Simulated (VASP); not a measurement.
# Al2O3 (Corundum) (R-3c) in VASP: a series of runs

Al2O3 (Corundum) is run at these levels: PBE, PBE+D3(BJ); tasks: single point.

Everything below comes from runs of VASP 6.6.1. Logs are shortened: lines on timing, memory, paths and dates and some standing lists are left out, and cuts for length are marked.

**Measured values to compare with.**

“Multi-petahertz electron interference in Cr:Al2O3 solid-state material”, 2018, pmc:5906618 quotes, for a bulk crystal of Al2O3: band gap 8.7 eV (optical).

The runs below are set against these values where they give the same quantity.

## Step 1: The cell of the first run

Symmetry: R-3c, No. 167, trigonal system. The conventional cell has a = 4.760 Å, b = 4.760 Å, c = 12.996 Å, α = 90.00°, β = 90.00°, γ = 120.00°. Within 2.5 Å of Al (site symmetry 3) lie 6 O at 1.85 to 1.97 Å. Within 2.5 Å of O (site symmetry 2) lie 4 Al at 1.85 to 1.97 Å.

## Step 2: Single point, PBE

Input file INCAR:

```
ALGO = Normal
EDIFF = 1E-6
ENCUT = 520
GGA = PE
ISIF = 2
ISMEAR = 0
LASPH = True
LCHARG = False
LREAL = False
LWAVE = False
NBANDS = 35
NELM = 100
PREC = Accurate
SIGMA = 0.01
```

Input file KPOINTS:

```
k-points
0
Gamma
  4 4 4
```

Input file POSCAR:

```
Al2O3
1.0
    2.3802500000      1.3742379782      4.3318666667
   -2.3802500000      1.3742379782      4.3318666667
    0.0000000000     -2.7484759565      4.3318666667
Al O
4 6
Direct
    0.8521600000      0.8521600000      0.8521600000
    0.6478400000      0.6478400000      0.6478400000
    0.1478400000      0.1478400000      0.1478400000
    0.3521600000      0.3521600000      0.3521600000
    0.0566800000      0.7500000000      0.4433200000
    0.7500000000      0.4433200000      0.0566800000
    0.4433200000      0.0566800000      0.7500000000
    0.9433200000      0.2500000000      0.5566800000
    0.2500000000      0.5566800000      0.9433200000
    0.5566800000      0.9433200000      0.2500000000
```

Potentials or basis: VASP PAW PBE potentials, release 64 (Al, O).

Run with:

```
> cat potpaw_PBE.64/Al/POTCAR potpaw_PBE.64/O/POTCAR > POTCAR
> mpirun -np 1 vasp_std > vasp.out
```

OUTCAR:

```text
EDIFF = 1E-6
   ENCUT = 520
   GGA = PE
   ISIF = 2
   ISMEAR = 0
   LASPH = True
   LREAL = False
   NELM = 100
   PREC = Accurate

 ion  position               nearest neighbor table
   1  0.852  0.852  0.852-   8 1.85   9 1.85  10 1.85   6 1.97   7 1.97   5 1.97   2 2.66   3 2.79
                             3 2.79   3 2.79   2 3.22   2 3.22   2 3.22
   2  0.648  0.648  0.648-   9 1.85   8 1.85  10 1.85   5 1.97   7 1.97   6 1.97   1 2.66   4 2.79
                             4 2.79   4 2.79   1 3.22   1 3.22   1 3.22
   3  0.148  0.148  0.148-   5 1.85   6 1.85   7 1.85   9 1.97  10 1.97   8 1.97   4 2.66   1 2.79
                             1 2.79   1 2.79   4 3.22   4 3.22   4 3.22
   4  0.352  0.352  0.352-   6 1.85   5 1.85   7 1.85   8 1.97  10 1.97   9 1.97   3 2.66   2 2.79
                             2 2.79   2 2.79   3 3.22   3 3.22   3 3.22
   5  0.057  0.750  0.443-   3 1.85   4 1.85   2 1.97   1 1.97
   6  0.750  0.443  0.057-   4 1.85   3 1.85   1 1.97   2 1.97
   7  0.443  0.057  0.750-   3 1.85   4 1.85   1 1.97   2 1.97
   8  0.943  0.250  0.557-   1 1.85   2 1.85   4 1.97   3 1.97
   9  0.250  0.557  0.943-   2 1.85   1 1.85   3 1.97   4 1.97
  10  0.557  0.943  0.250-   1 1.85   2 1.85   3 1.97   4 1.97

  LATTYP: Found a trigonal (rhomboedric) cell.
 ALAT       =     5.1302230849
 COS(alpha) =     0.5694707703

  Lattice vectors:

 A1 = (   2.3802500000,   1.3742379782,   4.3318666667)
 A2 = (  -2.3802500000,   1.3742379782,   4.3318666667)
 A3 = (   0.0000000000,  -2.7484759565,   4.3318666667)

Analysis of symmetry for initial positions (statically):
=====================================================================
 Subroutine PRICEL returns:
 Original cell was already a primitive cell.

 Routine SETGRP: Setting up the symmetry group for a
 trigonal (rhombohedral) supercell.

 Subroutine GETGRP returns: Found 12 space group operations
 (whereof  6 operations were pure point group operations)
 out of a pool of 12 trial point group operations.

The static configuration has the point symmetry S_6 .
 The point group associated with its full space group is D_3d.

Analysis of symmetry for dynamics (positions and initial velocities):
=====================================================================
 Subroutine PRICEL returns:
 Original cell was already a primitive cell.

 Routine SETGRP: Setting up the symmetry group for a
 trigonal (rhombohedral) supercell.

 Subroutine GETGRP returns: Found 12 space group operations
 (whereof  6 operations were pure point group operations)
 out of a pool of 12 trial point group operations.

The dynamic configuration has the point symmetry S_6 .
 The point group associated with its full space group is D_3d.

 Subroutine INISYM returns: Found 12 space group operations
 (whereof  6 operations are pure point group operations),
 and found     1 'primitive' translations

----------------------------------------------------------------------------------------

                                     Primitive cell

  volume of cell :      85.0180

  direct lattice vectors                    reciprocal lattice vectors
     2.380250000  1.374237978  4.331866667     0.210061968  0.121279334  0.076949121
    -2.380250000  1.374237978  4.331866667    -0.210061968  0.121279334  0.076949121
     0.000000000 -2.748475957  4.331866667     0.000000000 -0.242558668  0.076949121

  length of vectors
     5.130223085  5.130223085  5.130223085     0.254471756  0.254471756  0.254471756

  position of ions in fractional coordinates (direct lattice)
     0.852160000  0.852160000  0.852160000
     0.647840000  0.647840000  0.647840000
     0.147840000  0.147840000  0.147840000
     0.352160000  0.352160000  0.352160000
     0.056680000  0.750000000  0.443320000
     0.750000000  0.443320000  0.056680000
     0.443320000  0.056680000  0.750000000
     0.943320000  0.250000000  0.556680000
     0.250000000  0.556680000  0.943320000
     0.556680000  0.943320000  0.250000000

  ion indices of the primitive-cell ions
   primitive index   ion index
                 1           1
                 2           2
                 3           3
                 4           4
                 5           5
                 6           6
                 7           7
                 8           8
                 9           9
                10          10

----------------------------------------------------------------------------------------

 KPOINTS: k-points

Automatic generation of k-mesh.
 Grid dimensions read from file:
 generate k-points for:    4    4    4

 Generating k-lattice:

  Cartesian coordinates                     Fractional coordinates (reciprocal lattice)
     0.052515492  0.030319833  0.019237280     0.250000000  0.000000000  0.000000000
    -0.052515492  0.030319833  0.019237280     0.000000000  0.250000000  0.000000000
     0.000000000 -0.060639667  0.019237280     0.000000000  0.000000000  0.250000000

  Length of vectors
     0.063617939  0.063617939  0.063617939

  Shift w.r.t. Gamma in fractional coordinates (k-lattice)
     0.000000000  0.000000000  0.000000000

 Subroutine IBZKPT returns following result:
 ===========================================

 Found     13 irreducible k-points:

 Following reciprocal coordinates:
            Coordinates               Weight
  0.000000  0.000000  0.000000      1.000000
  0.250000  0.000000 -0.000000      6.000000
  0.500000  0.000000 -0.000000      3.000000
  0.250000  0.250000 -0.000000      6.000000
  0.500000  0.250000  0.000000     12.000000
 -0.250000  0.250000  0.000000      6.000000
  0.500000  0.500000 -0.000000      3.000000
  0.250000  0.250000  0.250000      2.000000
  0.500000  0.250000  0.250000      6.000000
 -0.250000  0.250000  0.250000      6.000000
  0.500000  0.500000  0.250000      6.000000
 -0.250000  0.500000  0.250000      6.000000
  0.500000  0.500000  0.500000      1.000000
   k-points           NKPTS =     13   k-points in BZ     NKDIM =     13   number of bands    NBANDS=     35
   number of dos      NEDOS =    301   number of ions     NIONS =     10
   total plane-waves  NPLWV =  64000
   dimension x,y,z NGX =    40 NGY =   40 NGZ =   40
   dimension x,y,z NGXF=    80 NGYF=   80 NGZF=   80
   ions per type =               4   6
   NGX,Y,Z   is equivalent  to a cutoff of  12.96, 12.96, 12.96 a.u.
   NGXF,Y,Z  is equivalent  to a cutoff of  25.92, 25.92, 25.92 a.u.
 SYSTEM =  unknown system
   PREC   = accura    normal or accurate (medium, high low for compatibility)
   ISTART =      0    job   : 0-new  1-cont  2-samecut
   ICHARG =      2    charge: 1-file 2-atom 10-const
   ISPIN  =      1    spin polarized calculation?
   LNONCOLLINEAR =      F non collinear calculations
   LSORBIT =      F    spin-orbit coupling
   LASPH  =      T    aspherical Exc in radial PAW
   ENCUT  =  520.0 eV  38.22 Ry    6.18 a.u.   9.54  9.54  9.54*2*pi/ulx,y,z
   NELM   =    100;   NELMIN=  2; NELMDL= -5     # of ELM steps
   EDIFF  = 0.1E-05   stopping-criterion for ELM
   LREAL  =      F    real-space projection
   EDIFFG = 0.1E-04   stopping-criterion for IOM
   NSW    =      0    number of steps for IOM
   IBRION =     -1    ionic relax: 0-MD 1-quasi-New 2-CG
   NFREE  =      0    steps in history (QN), initial steepest desc. (CG)
   ISIF   =      2    stress and relaxation
   ISYM   =      2    0-nonsym 1-usesym 2-fastsym
   POTIM  = 0.5000    time-step for ionic-motion
   TEBEG  =    0.0;   TEEND  =   0.0 temperature during run
   PSTRESS=    0.0 pullay stress
   NELECT =      48.0000    total number of electrons
   NUPDOWN=      -1.0000    fix difference up-down
   EMIN   =  10.00;   EMAX   =-10.00  energy-range for DOS
   EFERMI =   0.00;   METHOD = LEGACY
   ISMEAR =     0;   SIGMA  =   0.01  broadening in eV -4-tet -1-fermi 0-gaus
   EFERMI_NEDOS =   21; number of points for ismear=-14 and -15
   IALGO  =     38    algorithm
   IMIX   =      4    mixing-type and parameters
     AMIX     =   0.40;   BMIX     =  1.00
     AMIX_MAG =   1.60;   BMIX_MAG =  1.00
  volume/ion in A,a.u.               =       8.50        57.37
  Fermi-wavevector in a.u.,A,eV,Ry     =   1.353064  2.556920 24.909299  1.830782
  Thomas-Fermi vector in A             =   2.480350
   LORBIT       =      0    0 simple, 1 ext, 2 COOP (PROOUT), +10 PAW based schemes
   GGA     = PE    functional components
   LHFCALC =     F    Hartree Fock is set to
   AEXX    =    0.0000 exact exchange contribution
   IVDW    =     0    specifies the selected vdW correction
   LEPSILON=     F    determine dielectric tensor
   LRPA    =     F    only Hartree local field effects (RPA)
 non-spin polarized calculation
 Gauss-broadening in eV      SIGMA  =   0.01
  energy-cutoff  :      520.00
  volume of cell :       85.02
 maximum number of plane-waves:      2302
 NGX is ok and might be reduce to    40
   NGX = 19   NGY = 19   NGZ = 19

 number of electron      48.0000013 magnetization

 Free energy of the ion-electron system (eV)
  ---------------------------------------------------
  ext. energy  EPLUGINS =         0.00000000
  ---------------------------------------------------
  free energy    TOTEN  =       -74.75218683 eV

  energy without entropy =      -74.75218683  energy(sigma->0) =      -74.75218683

 E-fermi :   6.2334     XC(G=0): -11.6857

 val. band max:        6.1426682792   @ k =   0.0000   0.0000   0.0000
 cond. band min:      12.3578833176   @ k =   0.0000   0.0000   0.0000
 fundamental gap:      6.2152150384
 Fermi energy:         6.2333872960

 k-point     1 :       0.0000    0.0000    0.0000
  band No.  band energies     occupation
      1     -13.1027      2.00000
      2     -10.7684      2.00000
      3     -10.4901      2.00000
      4     -10.4901      2.00000
      5     -10.1754      2.00000
      6     -10.1754      2.00000
[... 27 lines left out ...]
     34      19.6816      0.00000
     35      20.7856      0.00000

 k-point     2 :       0.2500    0.0000   -0.0000
  band No.  band energies     occupation
      1     -12.7849      2.00000
      2     -11.0263      2.00000
      3     -10.5687      2.00000
      4     -10.5384      2.00000
      5     -10.3127      2.00000
      6     -10.2079      2.00000
[... 27 lines left out ...]
     34      19.3309      0.00000
     35      20.1174      0.00000

 k-point     3 :       0.5000    0.0000   -0.0000
  band No.  band energies     occupation
      1     -11.9515      2.00000
      2     -11.9515      2.00000
      3     -10.5068      2.00000
      4     -10.5068      2.00000
      5     -10.3784      2.00000
      6     -10.3784      2.00000
[... 27 lines left out ...]
     34      18.9468      0.00000
     35      19.3425      0.00000

 k-point     4 :       0.2500    0.2500   -0.0000
  band No.  band energies     occupation
      1     -12.7021      2.00000
      2     -10.9203      2.00000
      3     -10.7081      2.00000
      4     -10.5494      2.00000
      5     -10.4966      2.00000
      6     -10.1479      2.00000
[... 27 lines left out ...]
     34      19.6045      0.00000
     35      19.9101      0.00000

 k-point     5 :       0.5000    0.2500    0.0000
  band No.  band energies     occupation
      1     -12.0818      2.00000
      2     -11.4559      2.00000
      3     -10.8646      2.00000
      4     -10.6840      2.00000
      5     -10.5394      2.00000
      6     -10.1501      2.00000
[... 220 lines left out ...]
 k-point    11 :       0.5000    0.5000    0.2500
  band No.  band energies     occupation
      1     -12.1544      2.00000
      2     -11.6009      2.00000
      3     -10.8223      2.00000
      4     -10.6988      2.00000
      5     -10.3195      2.00000
      6     -10.1423      2.00000
[... 27 lines left out ...]
     34      19.8000      0.00000
     35      20.0797      0.00000

 k-point    12 :      -0.2500    0.5000    0.2500
  band No.  band energies     occupation
      1     -11.6288      2.00000
      2     -11.6288      2.00000
      3     -11.0701      2.00000
      4     -11.0701      2.00000
      5     -10.2280      2.00000
      6     -10.2280      2.00000
[... 27 lines left out ...]
     34      19.5003      0.00000
     35      19.9673      0.00000

 k-point    13 :       0.5000    0.5000    0.5000
  band No.  band energies     occupation
      1     -12.1041      2.00000
      2     -12.1041      2.00000
      3     -10.3522      2.00000
      4     -10.3522      2.00000
      5     -10.3522      2.00000
      6     -10.3522      2.00000
[... 27 lines left out ...]
     34      18.8653      0.00000
     35      20.6199      0.00000

------------------------ aborting loop because EDIFF is reached ----------------------------------------

  FORCE on cell =-STRESS in cart. coord.  units (eV):
  Direction    XX          YY          ZZ          XY          YZ          ZX
  --------------------------------------------------------------------------------------
  -------------------------------------------------------------------------------------
  Total        3.9349189      3.9349189      3.5974802      0.0000000     -0.0000000      0.0000000
  in kB       74.1541586     74.1541586     67.7950747      0.0000000     -0.0000000      0.0000000
  external PRESSURE =      72.0344640 kB  Pullay stress =       0.0000000 kB

 VOLUME and BASIS-vectors are now :
 -----------------------------------------------------------------------------
  energy-cutoff  :      520.00
  volume of cell :       85.02
      direct lattice vectors                 reciprocal lattice vectors
     2.380250000  1.374237978  4.331866667     0.210061968  0.121279334  0.076949121
    -2.380250000  1.374237978  4.331866667    -0.210061968  0.121279334  0.076949121
     0.000000000 -2.748475957  4.331866667     0.000000000 -0.242558668  0.076949121

 POSITION                                       TOTAL-FORCE (eV/Angst)
 -----------------------------------------------------------------------------------
      0.00000     -0.00000     11.07433         0.000000      0.000000     -0.026736
      0.00000     -0.00000      8.41907         0.000000     -0.000000      0.026736
      0.00000     -0.00000      1.92127         0.000000     -0.000000      0.026736
      0.00000     -0.00000      4.57653         0.000000      0.000000     -0.026736
     -1.65027     -0.10988      5.41483        -0.012841     -0.022241      0.000000
      0.72998      1.48412      5.41483        -0.012841      0.022241      0.000000
      0.92030     -1.37424      5.41483         0.025681      0.000000      0.000000
      1.65027      0.10988      7.58077         0.012841      0.022241      0.000000
     -0.72998     -1.48412      7.58077         0.012841     -0.022241      0.000000
     -0.92030      1.37424      7.58077        -0.025681      0.000000      0.000000
 -----------------------------------------------------------------------------------
    total drift:                               -0.000000      0.000000     -0.000000

  FREE ENERGIE OF THE ION-ELECTRON SYSTEM (eV)
  ---------------------------------------------------
  free  energy   TOTEN  =       -74.7521868339 eV

  energy  without entropy=      -74.7521868339  energy(sigma->0) =      -74.75218683
```

Wall time 74 s (1 thread of Intel Xeon Platinum 8259CL at 2.50GHz (Skylake/Cascade Lake), shared host); peak memory 0.23 GiB.

Results:

| Item | Value |
| --- | --- |
| Free energy | -74.7522 eV |
| Pressure | 7.2 GPa |
| Largest force | 0.027 eV/Å |
| Band gap on the k mesh | 6.22 eV, direct |

Forces in eV/Å, atoms in the order of the input:
```
Al   0.000  0.000 -0.027
Al   0.000  0.000  0.027
Al   0.000  0.000  0.027
Al   0.000  0.000 -0.027
O   -0.013 -0.022  0.000
O   -0.013  0.022  0.000
O    0.026  0.000  0.000
O    0.013  0.022  0.000
O    0.013 -0.022  0.000
O   -0.026  0.000  0.000
```

## Step 3: Single point, PBE+D3(BJ)

Input file INCAR:

```
SYSTEM = Al2O3
PREC = Accurate
ENCUT = 520
EDIFF = 1E-6
ISMEAR = -1
SIGMA = 0.05
LREAL = .FALSE.
LASPH = .TRUE.
NELM = 80
ALGO = Normal
ISIF = 2
LWAVE = .FALSE.
LCHARG = .FALSE.
GGA = PE
IVDW = 12
NBANDS = 35
```

Input file KPOINTS:

```
regular mesh
0
G
  7 7 7
  0 0 0
```

POSCAR is that of step 2.

Potentials or basis: VASP PAW PBE potentials, release 64 (Al, O).

Run with:

```
> cat potpaw_PBE.64/Al/POTCAR potpaw_PBE.64/O/POTCAR > POTCAR
> mpirun -np 1 vasp_std > vasp.out
```

Run time: 3 min. Hardware: 1 thread of Intel Xeon Platinum 8375C at 2.90GHz (Ice Lake), shared host; peak memory 0.29 GiB.

It converged, with:

```
Free energy                : -77.1198 eV
Pressure                   : 2.6 GPa
Largest force              : 0.028 eV/Å
Band gap on the k mesh     : 6.22 eV, direct
Dispersion energy per atom : -0.237 eV
```

Forces in eV/Å, atoms in the order of the input:
```
Al   0.000  0.000 -0.028
Al   0.000  0.000  0.028
Al   0.000  0.000  0.028
Al   0.000  0.000 -0.028
O   -0.010 -0.018  0.000
O   -0.010  0.018  0.000
O    0.020  0.000  0.000
O    0.010  0.018  0.000
O    0.010 -0.018  0.000
O   -0.020  0.000  0.000
```

Stress tensor (GPa, compression positive):
```
2.84 0.00 0.00
0.00 2.84 0.00
0.00 0.00 2.24
```

Levels at points of the mesh, in eV from the valence-band top:
```tsv
k point	band 21	band 22	band 23	band 24	band 25	band 26	band 27	band 28
(0.00, 0.00, 0.00)	-0.50	-0.04	-0.04	0.00	6.22	9.14	10.73	11.52
```

Caveat: three body term missing.

(Continued in part 2 of 2.)
